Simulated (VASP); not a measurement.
# TiSi4Mo (Amm2) in VASP: notebook, part 2 of 2

VASP 6.6.1. The steps go on from the part before.

**3. Single point, PBE**

This run uses another cell than the first one, of 14.29 Å³/atom.

INCAR reads:

```
ALGO = Normal
EDIFF = 1E-6
ENCUT = 520
GGA = PE
ISIF = 2
ISMEAR = 0
LASPH = True
LCHARG = False
LREAL = False
LWAVE = False
NBANDS = 30
NELM = 80
PREC = Accurate
SIGMA = 0.1
```

KPOINTS reads:

```
k-points
0
Gamma
  10 12 12
```

POSCAR reads:

```
TiSi4Mo
1.0
    3.5686243288      0.0000000000      0.0000000000
    0.0000000000      1.7442963618      6.8883779386
    0.0000000000     -1.7442963618      6.8883779386
Ti Si Mo
1 4 1
Direct
    0.5000000000      0.8927482544      0.8927482544
    0.5000000000      0.5556730831      0.5556730831
    0.0000000000      0.4370616137      0.4370616137
    0.5000000000      0.2504754716      0.2504754716
    0.0000000000      0.7535605350      0.7535605350
    0.0000000000      0.1104810422      0.1104810422
```

Potentials or basis: VASP PAW PBE potentials, release 64 (Ti_sv, Si, Mo_sv).

Command:

```console
> cat potpaw_PBE.64/Ti_sv/POTCAR potpaw_PBE.64/Si/POTCAR potpaw_PBE.64/Mo_sv/POTCAR > POTCAR
> mpirun -np 1 vasp_std > vasp.out
```

OUTCAR:

```text
EDIFF = 1E-6
   ENCUT = 520
   GGA = PE
   ISIF = 2
   ISMEAR = 0
   LASPH = True
   LREAL = False
   NELM = 80
   PREC = Accurate

 ion  position               nearest neighbor table
   1  0.500  0.893  0.893-   3 2.57   3 2.57   3 2.57   3 2.57   5 2.62   5 2.62   4 2.62   4 2.62
                             2 2.84   2 2.84
   2  0.500  0.556  0.556-   3 2.42   3 2.42   6 2.61   6 2.61   6 2.61   6 2.61   1 2.84   1 2.84

   3  0.000  0.437  0.437-   2 2.42   2 2.42   1 2.57   1 2.57   1 2.57   1 2.57   6 2.96   6 2.96
                             5 3.07   5 3.07   4 3.13   4 3.13
   4  0.500  0.250  0.250-   5 2.50   5 2.50   5 2.50   5 2.50   1 2.62   1 2.62   6 2.63   6 2.63
                             3 3.13   3 3.13
   5  0.000  0.754  0.754-   4 2.50   4 2.50   4 2.50   4 2.50   1 2.62   1 2.62   6 2.63   6 2.63
                             3 3.07   3 3.07
   6  0.000  0.110  0.110-   2 2.61   2 2.61   2 2.61   2 2.61   4 2.63   4 2.63   5 2.63   5 2.63
                             3 2.96   3 2.96

  LATTYP: Found a base centered orthorhombic cell.
 ALAT       =     3.4885927236
 B/A-ratio  =     3.9490869152
 C/A-ratio  =     1.0229409425

  Lattice vectors:

 A1 = (   0.0000000000,   1.7442963618,  -6.8883779386)
 A2 = (   0.0000000000,   1.7442963618,   6.8883779386)
 A3 = (   3.5686243288,   0.0000000000,   0.0000000000)

Analysis of symmetry for initial positions (statically):
=====================================================================
 Subroutine PRICEL returns:
 Original cell was already a primitive cell.

 Routine SETGRP: Setting up the symmetry group for a
 base centered orthorhombic supercell.

 Subroutine GETGRP returns: Found  4 space group operations
 (whereof  4 operations were pure point group operations)
 out of a pool of  8 trial point group operations.

The static configuration has the point symmetry C_2v.

Analysis of symmetry for dynamics (positions and initial velocities):
[... 135 lines left out ...]
   EFERMI_NEDOS =   21; number of points for ismear=-14 and -15
   IALGO  =     38    algorithm
   IMIX   =      4    mixing-type and parameters
     AMIX     =   0.40;   BMIX     =  1.00
     AMIX_MAG =   1.60;   BMIX_MAG =  1.00
  volume/ion in A,a.u.               =      14.29        96.45
  Fermi-wavevector in a.u.,A,eV,Ry     =   1.290432  2.438564 22.656634  1.665216
  Thomas-Fermi vector in A             =   2.422264
   LORBIT       =      0    0 simple, 1 ext, 2 COOP (PROOUT), +10 PAW based schemes
   GGA     = PE    functional components
   LHFCALC =     F    Hartree Fock is set to
   AEXX    =    0.0000 exact exchange contribution
   IVDW    =     0    specifies the selected vdW correction
   LEPSILON=     F    determine dielectric tensor
   LRPA    =     F    only Hartree local field effects (RPA)
 non-spin polarized calculation
 Gauss-broadening in eV      SIGMA  =   0.10
  energy-cutoff  :      520.00
  volume of cell :       85.76
 maximum number of plane-waves:      2338
 NGX is ok and might be reduce to    28
   NGX = 13   NGY = 27   NGZ = 27

 number of electron      42.0000004 magnetization

 Free energy of the ion-electron system (eV)
  ---------------------------------------------------
  ext. energy  EPLUGINS =         0.00000000
  ---------------------------------------------------
  free energy    TOTEN  =       -42.45164676 eV

  energy without entropy =      -42.43261317  energy(sigma->0) =      -42.44212997

 E-fermi :  11.1841     XC(G=0): -11.8395

 val. band max:       11.1803876475   @ k =   0.3000  -0.3333   0.0833
 cond. band min:      11.1849362374   @ k =   0.4000   0.5000   0.3333
 fundamental gap:      0.0045485899
 Fermi energy:        11.1840758692

 k-point     1 :       0.0000    0.0000    0.0000
  band No.  band energies     occupation
      1     -50.1120      2.00000
      2     -45.5806      2.00000
      3     -24.2829      2.00000
      4     -24.2264      2.00000
      5     -24.2144      2.00000
      6     -21.9457      2.00000
[... 781 lines left out ...]
     29      15.0267      0.00000
     30      15.1819      0.00000

 [... further k-points ...]
[... 5 lines left out ...]
  --------------------------------------------------------------------------------------
  -------------------------------------------------------------------------------------
  Total       -0.0256055     -0.0067373      0.0112322      0.0000000      0.0000000      0.0000000
  in kB       -0.4783837     -0.1258719      0.2098494      0.0000000      0.0000000      0.0000000
  external PRESSURE =      -0.1314688 kB  Pullay stress =       0.0000000 kB

 VOLUME and BASIS-vectors are now :
 -----------------------------------------------------------------------------
  energy-cutoff  :      520.00
  volume of cell :       85.76
      direct lattice vectors                 reciprocal lattice vectors
     3.568624329  0.000000000  0.000000000     0.280220025  0.000000000  0.000000000
     0.000000000  1.744296362  6.888377939     0.000000000  0.286648537  0.072586029
     0.000000000 -1.744296362  6.888377939     0.000000000 -0.286648537  0.072586029

 POSITION                                       TOTAL-FORCE (eV/Angst)
 -----------------------------------------------------------------------------------
      1.78431      0.00000     12.29917         0.000000      0.000000      0.002499
      1.78431      0.00000      7.65537         0.000000      0.000000     -0.015703
      0.00000      0.00000      6.02129         0.000000      0.000000      0.008684
      1.78431      0.00000      3.45074         0.000000      0.000000      0.008196
      0.00000      0.00000     10.38162         0.000000      0.000000     -0.001052
      0.00000      0.00000      1.52207         0.000000      0.000000     -0.002625
 -----------------------------------------------------------------------------------
    total drift:                                0.000000      0.000000      0.000229

  FREE ENERGIE OF THE ION-ELECTRON SYSTEM (eV)
  ---------------------------------------------------
  free  energy   TOTEN  =       -42.4516467598 eV

  energy  without entropy=      -42.4326131725  energy(sigma->0) =      -42.44212997
```

OSZICAR:

```text
N       E                     dE             d eps       ncg     rms          rms(c)
DAV:   1     0.387557130788E+03    0.38756E+03   -0.21070E+04 15520   0.142E+03
DAV:   2    -0.122800874775E+02   -0.39984E+03   -0.38651E+03 15936   0.405E+02
DAV:   3    -0.434203573930E+02   -0.31140E+02   -0.30116E+02 24700   0.979E+01
DAV:   4    -0.453483846823E+02   -0.19280E+01   -0.19111E+01 21858   0.196E+01
DAV:   5    -0.454213448256E+02   -0.72960E-01   -0.72939E-01 21766   0.329E+00    0.230E+01
DAV:   6    -0.432188955800E+02    0.22024E+01   -0.28317E+01 20494   0.315E+01    0.707E+00
DAV:   7    -0.426052611190E+02    0.61363E+00   -0.72895E+00 19520   0.175E+01    0.605E+00
DAV:   8    -0.426102937692E+02   -0.50327E-02   -0.15598E+00 20530   0.773E+00    0.353E+00
DAV:   9    -0.424501517749E+02    0.16014E+00   -0.73430E-01 20740   0.474E+00    0.868E-01
DAV:  10    -0.424515447217E+02   -0.13929E-02   -0.28273E-02 18710   0.902E-01    0.514E-01
DAV:  11    -0.424515459274E+02   -0.12058E-05   -0.26752E-03 20322   0.394E-01    0.237E-01
DAV:  12    -0.424516611071E+02   -0.11518E-03   -0.49955E-04 17894   0.160E-01    0.522E-02
DAV:  13    -0.424516457736E+02    0.15333E-04   -0.64784E-05 20890   0.483E-02    0.183E-02
DAV:  14    -0.424516467598E+02   -0.98625E-06   -0.33945E-06 18264   0.114E-02
   1 F= -.42451647E+02 E0= -.42442130E+02  d E =-.190336E-01
```

It took 9.6 min on 1 thread of Intel Xeon 6975P-C (Granite Rapids), shared host; peak memory 0.74 GiB.

Results:

- Free energy: -42.4516 eV
- Pressure: 0.0 GPa
- Largest force: 0.016 eV/Å
- Band gap on the k mesh: zero (bands 21 and 22 overlap by 1.12 eV)

Forces on the atoms (eV/Å):
```
Ti   0.000  0.000  0.002
Si   0.000  0.000 -0.016
Si   0.000  0.000  0.009
Si   0.000  0.000  0.008
Si   0.000  0.000 -0.001
Mo   0.000  0.000 -0.003
```

Levels at points of the mesh, in eV from the Fermi level:
```
           k point  band 19  band 20  band 21  band 22  band 23  band 24
(0.00, 0.00, 0.00)    -2.28    -0.90     0.00     0.46     0.63     0.70
(0.50, 0.00, 0.00)    -0.96    -0.43    -0.19    -0.02     0.47     1.34
(0.00, 0.50, 0.00)    -1.79    -1.65    -0.84     0.57     0.93     1.09
(0.50, 0.50, 0.00)    -3.00    -2.82     0.53     0.67     1.56     1.76
(0.00, 0.50, 0.50)    -1.99    -0.92    -0.02     0.10     0.66     0.99
(0.50, 0.50, 0.50)    -2.03    -0.96    -0.56    -0.31     0.36     1.60
```

**4. Single point, PBE**

This run uses another cell than the first one, of 14.29 Å³/atom.

INCAR reads:

```
SYSTEM = TiSi4Mo
ALGO = Fast
EDIFF = 1E-6
ENCUT = 520
GGA = PE
ISIF = 2
ISMEAR = 0
LASPH = .TRUE.
LCHARG = .FALSE.
LREAL = .FALSE.
LWAVE = .FALSE.
NBANDS = 30
NELM = 80
PREC = Accurate
SIGMA = 0.1
```

KPOINTS reads:

```
k-points
0
G
  10 12 12
  0 0 0
```

POSCAR is that of step 3.

Command:

```console
> cat potpaw_PBE.64/Ti_sv/POTCAR potpaw_PBE.64/Si/POTCAR potpaw_PBE.64/Mo_sv/POTCAR > POTCAR
> mpirun -np 1 vasp_std > vasp.out
```

It took 48 min on 1 thread of Oxide Virtual Turin-like, shared host; peak memory 0.72 GiB.

The run converged. Its results:

| Item | Value |
| --- | --- |
| Free energy | -42.4516 eV |
| Pressure | 0.0 GPa |
| Largest force | 0.015 eV/Å |
| Band gap on the k mesh | zero (bands 21 and 22 overlap by 1.12 eV) |

Forces on the atoms (eV/Å):
```
Ti   0.000  0.000  0.004
Si   0.000  0.000 -0.015
Si   0.000  0.000  0.009
Si   0.000  0.000  0.008
Si   0.000  0.000 -0.002
Mo   0.000  0.000 -0.003
```

Levels at points of the mesh, in eV from the Fermi level:
```tsv
k point	band 18	band 19	band 20	band 21	band 22	band 23	band 24	band 25
(0.00, 0.00, 0.00)	-2.33	-2.28	-0.90	0.00	0.46	0.63	0.70	0.89
(0.50, 0.00, 0.00)	-2.41	-0.96	-0.43	-0.19	-0.02	0.47	1.34	1.38
(0.00, 0.50, 0.00)	-2.30	-1.79	-1.65	-0.84	0.57	0.93	1.09	1.56
(0.50, 0.50, 0.00)	-3.73	-3.00	-2.82	0.53	0.67	1.56	1.76	1.88
(0.00, 0.50, 0.50)	-2.01	-1.99	-0.92	-0.02	0.10	0.66	0.99	1.52
(0.50, 0.50, 0.50)	-2.22	-2.03	-0.96	-0.56	-0.31	0.36	1.60	2.20
```

**5. Single point, PBE, collinear spin**

This run uses another cell than the first one, of 14.24 Å³/atom.

INCAR reads:

```
ALGO = Normal ; EDIFF = 1E-6
ENCUT = 520 ; GGA = PE
ISIF = 2 ; ISMEAR = 0
ISPIN = 2 ; LASPH = T
LCHARG = F ; LMAXMIX = 4
LORBIT = 11 ; LREAL = F
LWAVE = F ; MAGMOM = 1 0 0 0 0 1
NBANDS = 34 ; NELM = 150
PREC = Accurate ; SIGMA = 0.1
```

KPOINTS reads:

```
k-points
0
Gamma
  6 6 6
```

POSCAR reads:

```
TiSi4Mo
1.0
    3.5803049576      0.0000000000      0.0000000000
    0.0000000000      1.7556838533      6.7966300132
    0.0000000000     -1.7556838533      6.7966300132
Ti Si Mo
1 4 1
Direct
    0.5000000000      0.8938587350      0.8938587350
    0.5000000000      0.5569386224      0.5569386224
    0.0000000000      0.4367527758      0.4367527758
    0.5000000000      0.2502703330      0.2502703330
    0.0000000000      0.7531394985      0.7531394985
    0.0000000000      0.1090400354      0.1090400354
```

Command:

```console
> cat potpaw_PBE.64/Ti_sv/POTCAR potpaw_PBE.64/Si/POTCAR potpaw_PBE.64/Mo_sv/POTCAR > POTCAR
> mpirun -np 1 vasp_std > vasp.out
```

Run time: 14 min. Hardware: 1 thread of Oxide Virtual Turin-like, shared host; peak memory 0.43 GiB.

The run converged. Its results:

```
Free energy                                           : -42.4538 eV
Pressure                                              : 0.1 GPa
Largest force                                         : 0.019 eV/Å
Band gap on the k mesh                                : zero (filled and empty bands overlap)
Net moment                                            : 0.00 μB per cell
Valence electrons inside the program's atomic spheres : Ti 10.44; Si 1.64, 1.67, 1.63 (each value once); Mo 12.54
```

Forces on the atoms (eV/Å):
```
Ti   0.000  0.000 -0.014
Si   0.000  0.000 -0.013
Si   0.000  0.000  0.010
Si   0.000  0.000  0.019
Si   0.000  0.000  0.005
Mo   0.000  0.000 -0.008
```

Stress tensor (GPa, compression positive):
```
-0.17  0.00  0.00
 0.00  0.04  0.00
 0.00  0.00  0.32
```

Levels at points of the mesh, in eV from the Fermi level:
Spin up:
```
           k point  band 17  band 18  band 19  band 20  band 21  band 22  band 23  band 24  band 25  band 26
(0.00, 0.00, 0.00)    -2.84    -2.40    -2.19    -0.96     0.05     0.47     0.59     0.82     0.83     1.74
(0.50, 0.00, 0.00)    -2.79    -2.36    -0.96    -0.44     0.03     0.11     0.50     1.27     1.33     1.54
(0.00, 0.50, 0.00)    -2.61    -2.16    -1.80    -1.59    -0.86     0.52     0.95     0.99     1.56     1.74
(0.50, 0.50, 0.00)    -4.01    -3.66    -3.03    -2.85     0.50     0.68     1.63     1.83     1.86     2.12
(0.00, 0.50, 0.50)    -2.90    -2.12    -1.92    -0.98    -0.02     0.05     0.62     0.97     1.59     2.15
(0.50, 0.50, 0.50)    -3.38    -2.31    -2.10    -1.02    -0.44    -0.22     0.32     1.57     2.16     2.45
```
Spin down:
```tsv
k point	band 19	band 20	band 21	band 22	band 23	band 24
(0.00, 0.00, 0.00)	-2.19	-0.96	0.05	0.47	0.59	0.82
(0.50, 0.00, 0.00)	-0.96	-0.44	0.03	0.11	0.50	1.27
(0.00, 0.50, 0.00)	-1.80	-1.59	-0.86	0.52	0.95	0.99
(0.50, 0.50, 0.00)	-3.03	-2.85	0.50	0.68	1.63	1.83
(0.00, 0.50, 0.50)	-1.92	-0.98	-0.02	0.05	0.62	0.97
(0.50, 0.50, 0.50)	-2.10	-1.02	-0.44	-0.22	0.32	1.57
```

**6. Summary**

| task | spin | cell | k mesh | cutoff (eV) | gap on the mesh (eV) | pressure (GPa) | largest force (eV/Å) |
| --- | --- | --- | --- | --- | --- | --- | --- |
| relaxation of cell and atoms | off | relaxed from a = 3.673, b = 7.198, c = 7.198 Å, angles 29.3, 90.0, 90.0°, 6 atoms, atomic positions A | 6 × 6 × 6 | 600 | none | 0.1 | 0.04 |
| single point | off | a = 3.569, b = 7.106, c = 7.106 Å, angles 28.4, 90.0, 90.0°, 6 atoms, atomic positions B | 10 × 12 × 12 | 520 | none | 0.0 | 0.02 |
| single point | collinear | a = 3.580, b = 7.020, c = 7.020 Å, angles 29.0, 90.0, 90.0°, 6 atoms, atomic positions C | 6 × 6 × 6 | 520 | none | 0.1 | 0.02 |

Alike in all rows: level PBE; potentials or basis VASP PAW PBE potentials, release 64 (Ti_sv, Si, Mo_sv); smearing gaussian 0.1 eV.

Absolute energies hang on the potentials; compare differences alone.
